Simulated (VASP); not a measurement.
Write the native input for VASP 6.6.1 that does the following.

```yaml
Task: single point
Functional: PBE
Potentials_or_basis: VASP PAW PBE potentials, release 64 (Hf_pv)
Cutoff: 520 eV
k_mesh: 10 × 10 × 14
Occupations: gaussian, width 0.05 eV
Spin: no spin polarisation
Dipole_correction: no
Further_INCAR_settings: ALGO = Fast; EDIFF = 1e-06; NBANDS = 22
```

The structure of Hf lies in POSCAR:

```
Hf
1.0
    4.7804381659      0.0000000000      0.0000000000
   -2.3902190829      4.1399808929      0.0000000000
    0.0000000000      0.0000000000      2.9754743477
Hf
3
Direct
    0.6666666667      0.3333333333      0.5000000000
    0.3333333333      0.6666666667      0.5000000000
    0.0000000000      0.0000000000      0.0000000000
```

This cell differs from its parent crystal: volume scaled by 0.880.

These files were run (other wordings do the same):

INCAR

```
  PREC = Accurate
  ENCUT = 520
  EDIFF = 1E-6
  ISMEAR = 0
  SIGMA = 0.05
  LREAL = F
  LASPH = T
  NELM = 80
  ALGO = Fast
  ISIF = 2
  LWAVE = F
  LCHARG = T
  GGA = PE
  LELF = T
  LVHAR = T
  NBANDS = 22
```

KPOINTS

```
Automatic mesh
0
Gamma
  10 10 14
```

Potentials or basis: VASP PAW PBE potentials, release 64 (Hf_pv).

Command:

```bash
$ cat potpaw_PBE.64/Hf_pv/POTCAR > POTCAR
$ mpirun -np 1 vasp_std > vasp.out
```

Results of the run:

```json
{
  "Pressure": "16.8 GPa",
  "Band gap on the k mesh": "zero (band 15 reaches 6.13 eV, above the bottom of band 16 at 5.10 eV)"
}
```

Caveat: spin-orbit coupling is left out, which moves the levels of the heavy elements.

Wall time 2.4 min on 1 thread of Intel(R) Xeon(R) Platinum 8488C (Sapphire Rapids), on a shared host, peak memory 0.25 GiB.
